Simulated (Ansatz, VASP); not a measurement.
## Zn in VASP and in Ansatz

INCAR

```
SYSTEM = Zn
PREC = Accurate
ENCUT = 520
EDIFF = 1E-6
ISMEAR = -1
SIGMA = 0.05
LREAL = .False.
LASPH = .True.
NELM = 80
ALGO = Normal
ISIF = 2
LWAVE = .False.
LCHARG = .True.
GGA = PE
LELF = .True.
LVHAR = .True.
NBANDS = 19
```

KPOINTS

```
Automatic mesh
0
Gamma
  12 12 12
  0 0 0
```

POSCAR

```
Zn
1.0
    0.0000000000      2.3884371612      2.3884371612
    2.3884371612      0.0000000000      2.3884371612
    2.3884371612      2.3884371612      0.0000000000
Zn
2
Direct
   -0.1250000000     -0.1250000000     -0.1250000000
    0.1250000000      0.1250000000      0.1250000000
```

Input for Ansatz:

```yaml
crystal:
  lattice:
    - [0.0, 2.3884371612, 2.3884371612]
    - [2.3884371612, 0.0, 2.3884371612]
    - [2.3884371612, 2.3884371612, 0.0]
  atoms:
    - { symbol: Zn, position: [-0.125, -0.125, -0.125] }
    - { symbol: Zn, position: [0.125, 0.125, 0.125] }
kpoints:
  mp_grid: { grid: [12, 12, 12] }
scf:
  occupations: { method: fermi_dirac, width: 0.05 }
hamiltonian:
  xc: pbe
  pseudopotentials: { kind: all_electron, lapw: { basis_error: 0.001 } }
output:
  forces: true
  stress: true
  eigenvalues: true
  populations: true
```

Change from the starting cell: volume scaled by 0.55, LAPW.

Alike in both runs: task single point; functional PBE; k mesh 12 × 12 × 12; occupations fermi-dirac, width 0.05 eV; no spin polarisation.

|  | VASP | Ansatz |
| --- | --- | --- |
| version | VASP 6.6.1 | Ansatz 0.2.0 |
| potentials or method | VASP PAW PBE potentials, release 64 (Zn), cutoff 520 eV | all-electron LAPW, scalar-relativistic |

|  | VASP | Ansatz | Ansatz less VASP |
| --- | --- | --- | --- |
| pressure (GPa) | 72.5 | 71.1 | -1.47 |

Both programs put the cell under a high pressure, so it lies far from rest at this level. Ansatz ran all-electron here, and VASP with PAW potentials.

Noted on VASP's run: the cell as given lies far from equilibrium.
